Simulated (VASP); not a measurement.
A run of VASP 6.6.1:

INCAR

```
SYSTEM = BaF2
  PREC = Accurate
  ENCUT = 1350
  EDIFF = 1E-6
  ISMEAR = -1
  SIGMA = 0.05
  LREAL = .FALSE.
  LASPH = .TRUE.
  NELM = 120
  ALGO = Normal
  ISIF = 2
  LWAVE = .FALSE.
  LCHARG = .FALSE.
  GGA = PE
  NBANDS = 19
  GGA_COMPAT = .FALSE.
```

The input KPOINTS:

```
Automatic mesh
0
G
  6 6 6
  0 0 0
```

POSCAR

```
BaF2
1.0
    0.0000000000      3.0439281266      3.0439281266
    3.0439281266      0.0000000000      3.0439281266
    3.0439281266      3.0439281266      0.0000000000
Ba F
1 2
Direct
    0.0000000000      0.0000000000      0.0000000000
    0.2500000000      0.2500000000      0.2500000000
    0.7500000000      0.7500000000      0.7500000000
```

Potentials or basis: VASP PAW PBE potentials, release 64 (Ba_sv, F_h).

The run is started by

```console
$ cat potpaw_PBE.64/Ba_sv/POTCAR potpaw_PBE.64/F_h/POTCAR > POTCAR
$ mpirun -np 1 vasp_std > vasp.out
```

Hardware: 1 thread of Intel(R) Xeon(R) Platinum 8375C CPU @ 2.90GHz (Ice Lake), on a shared host.

Q: Estimate the wall time of this run.

A: It took 74 s on 1 thread of Intel(R) Xeon(R) Platinum 8375C CPU @ 2.90GHz (Ice Lake), with other jobs on the host, peak memory 0.42 GiB. Counts: scf iterations 13, k points 16.
